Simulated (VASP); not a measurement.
Input of a VASP 6.6.1 run:

File INCAR:

```
SYSTEM = TiC3
ALGO     = Normal         ! electronic algorithm
EDIFF    = 1E-7           ! SCF threshold, eV
EDIFFG   = -0.01          ! ionic threshold
ENCUT    = 600            ! plane-wave cutoff, eV
GGA      = PE             ! functional
IBRION   = 2              ! ionic algorithm
ISIF     = 3              ! what is computed and relaxed
ISMEAR   = 0              ! smearing method
LASPH    = .TRUE.         ! aspherical terms in the spheres
LCHARG   = .FALSE.        ! write CHGCAR
LREAL    = .FALSE.        ! projectors in reciprocal space
LWAVE    = .FALSE.        ! write WAVECAR
NELM     = 60             ! most SCF steps
NSW      = 100            ! ionic steps
PREC     = Accurate       ! precision mode
SIGMA    = 0.1            ! smearing width, eV
```

The input KPOINTS:

```
k-points
0
G
  14 14 14
  0 0 0
```

POSCAR

```
TiC3
1.0
    3.1981447539      0.0000000000      0.0000000000
    0.0000000000      3.1981447539      0.0000000000
    0.0000000000      0.0000000000      3.1981447539
Ti C
1 3
Direct
    0.5000000000      0.5000000000      0.5000000000
    0.5000000000      0.0000000000      0.0000000000
    0.0000000000      0.5000000000      0.0000000000
    0.0000000000      0.0000000000      0.5000000000
```

Potentials or basis: VASP PAW PBE potentials, release 64 (Ti_sv, C).

The run is started by

```sh
$ cat potpaw_PBE.64/Ti_sv/POTCAR potpaw_PBE.64/C/POTCAR > POTCAR
$ mpirun -np 1 vasp_std > vasp.out
```

Task: Predict the band gap on the k mesh.

Result: Zero (band 12 reaches 12.03 eV, above the bottom of band 13 at 8.91 eV).

Task: Predict the relaxed cell.

Result: a = 3.202 Å, b = 3.202 Å, c = 3.202 Å, α = 90.00°, β = 90.00°, γ = 90.00°.

Task: Predict the relaxed volume.

Result: 8.20 Å³/atom.

Step by step:
```csv
step,energy change (eV),largest force (eV/Å),pressure (GPa),volume (Å³)
1,0.0000,0.0000,0.72,32.71
2,-0.0001,0.0000,-0.45,32.89
3,-0.0002,0.0000,0.00,32.82
```
